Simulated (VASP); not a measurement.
A run of VASP 6.6.1 is set up as follows.

The input INCAR:

```
SYSTEM = Al3O
PREC = Accurate
ENCUT = 520
EDIFF = 1E-6
ISMEAR = 0
SIGMA = 0.1
LREAL = .False.
LASPH = .True.
NELM = 60
ALGO = Normal
ISIF = 2
LWAVE = .False.
LCHARG = .False.
LDIPOL = .True.
IDIPOL = 3
DIPOL = 0.5 0.5 0.335
NBANDS = 16
```

File KPOINTS:

```
regular mesh
0
Gamma
  9 9 1
  0 0 0
```

File POSCAR:

```
Al3O
1.0
    2.8168432364      0.0000000000      0.0000000000
    0.0000000000      2.8168432364      0.0000000000
    0.0000000000      0.0000000000     21.1042970937
Al O
3 1
Direct
    0.5000000000      0.5000000000      0.1895348602
    0.0000000000      0.0000000000      0.2867549192
    0.5000000000      0.5000000000      0.3840117042
    0.6666666667      0.6666666667      0.4802006458
```

Potentials or basis: VASP PAW LDA potentials, release 64 (Al, O).

Run with:

```bash
$ cat potpaw_LDA.64/Al/POTCAR potpaw_LDA.64/O/POTCAR > POTCAR
$ mpirun -np 1 vasp_std > vasp.out
```

(1) What does it give for the largest force?

## Answers

(1) 4.056 eV/Å.

Caveat: an odd number of electrons without spin polarisation forces a metal; a magnetic or distorted state may lie lower.
